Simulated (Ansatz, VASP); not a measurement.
## V: VASP beside Ansatz

```
V
1.0
     2.60429    0.00000    0.00000
    -1.30215    2.25538    0.00000
     0.00000    0.00000    4.72334
V
2
Direct
  0.66667 0.33333 0.75000
  0.33333 0.66667 0.25000
```

Alike in both runs: task single point; functional PBEsol; k mesh 13 × 13 × 7; occupations fermi-dirac, width 0.1 eV; collinear spin.

|  | VASP | Ansatz |
| --- | --- | --- |
| version | VASP 6.6.1 | Ansatz 0.2.0 |
| potentials or method | VASP PAW PBE potentials, release 64 (V_sv) | plane waves, PAW |
| plane-wave cutoff (eV) | 520 | 420 |
| valence electrons in the cell | 26 | 26 |

|  | VASP | Ansatz | Ansatz less VASP |
| --- | --- | --- | --- |
| gap on the k mesh at the Fermi level (eV) | none | none | - |
| net moment per atom (μB) | 0.00 | 0.00 | 0.000 |

VASP's potentials were made for PBE, not for PBEsol. A gap of «none» marks a metal or a gap that the smearing closes. The functional is the same, so the differences come from potentials, cutoffs and numerics. Ansatz's warnings: seeded moment not kept.
